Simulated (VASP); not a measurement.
## Ge: single point with PBEsol

The system is Ge.

```
Ge
1.0
     1.32729   -2.47049    0.00000
     1.32729    2.47049    0.00000
     0.00000    0.00000    2.76569
Ge
1
Direct
  0.50000 0.50000 0.00000
```

This cell differs from its parent crystal: strain -0.050 along x and y, +0.025 along z.

```yaml
Program: VASP 6.6.1
Task: single point
Functional: PBEsol
Potentials_or_basis: VASP PAW PBE potentials, release 64 (Ge_d)
Cutoff: 520 eV
k_mesh: 20 × 20 × 18
Occupations: gaussian, width 0.15 eV
Spin: no spin polarisation
Dipole_correction: no
Further_INCAR_settings: ALGO = Normal; EDIFF = 1e-06; NBANDS = 13
```

The pressure is 2.2 GPa. The band gap on the k mesh is zero (band 7 reaches 12.65 eV, above the bottom of band 8 at 3.91 eV).

Stress tensor (GPa, compression positive):
```
 8.68  0.00  0.00
 0.00  4.83  0.00
 0.00  0.00 -6.97
```

Levels at points of the mesh, in eV from the Fermi level:
| k point | band 4 | band 5 | band 6 | band 7 | band 8 | band 9 | band 10 | band 11 |
| --- | --- | --- | --- | --- | --- | --- | --- | --- |
| (0.00, 0.00, 0.00) | -24.48 | -24.46 | -13.58 | 5.11 | 8.88 | 9.02 | 10.69 | 13.88 |
| (0.50, 0.00, 0.00) | -24.49 | -24.45 | -7.40 | -5.75 | 4.41 | 8.45 | 9.90 | 15.35 |
| (0.50, 0.50, 0.00) | -24.47 | -24.46 | -8.41 | -6.03 | 6.46 | 9.11 | 10.30 | 14.98 |
| (0.00, 0.00, 0.50) | -24.53 | -24.50 | -10.25 | -6.23 | 11.38 | 13.21 | 17.01 | 17.95 |
| (0.50, 0.00, 0.50) | -24.46 | -24.38 | -3.67 | -3.12 | -1.23 | 3.46 | 6.91 | 12.29 |
| (0.50, 0.50, 0.50) | -24.46 | -24.41 | -4.80 | -3.33 | -2.00 | 3.00 | 8.98 | 14.36 |

It took 85 s on 1 thread of Intel Xeon 6975P-C, on a shared host, peak memory 0.34 GiB.

Caveat: the cell differs from its parent crystal (strain -0.050 along x and y, +0.025 along z); the PAW data sets were made with another functional, which shifts forces and pressure a little.
